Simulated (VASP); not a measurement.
Input of a VASP 6.6.1 run:

File INCAR:

```
SYSTEM = Cs
PREC     = Accurate       ! precision mode
ENCUT    = 500            ! plane-wave cutoff, eV
EDIFF    = 1E-6           ! SCF threshold, eV
ISMEAR   = 0              ! smearing method
SIGMA    = 0.1            ! smearing width, eV
LREAL    = .FALSE.        ! projectors in reciprocal space
LASPH    = .TRUE.         ! aspherical terms in the spheres
NELM     = 120            ! most SCF steps
ALGO     = Normal         ! electronic algorithm
ISIF     = 2              ! what is computed and relaxed
LWAVE    = .FALSE.        ! write WAVECAR
LCHARG   = .FALSE.        ! write CHGCAR
GGA      = PE             ! functional
NBANDS   = 10             ! bands
GGA_COMPAT= .FALSE.
```

File KPOINTS:

```
regular mesh
0
G
  4 4 4
  0 0 0
```

The input POSCAR:

```
Cs
1.0
   -3.0569747888      3.0569747888      3.0569747888
    3.0569747888     -3.0569747888      3.0569747888
    3.0569747888      3.0569747888     -3.0569747888
Cs
1
Direct
    0.0000000000      0.0000000000      0.0000000000
```

Potentials or basis: VASP PAW PBE potentials, release 64 (Cs_sv).

Launch:

```sh
$ cat potpaw_PBE.64/Cs_sv/POTCAR > POTCAR
$ mpirun -np 1 vasp_std > vasp.out
```

Task: Estimate the pressure.

Result: 0.1 GPa.

Caveat: the k points lie up to 0.36 Å⁻¹ apart.
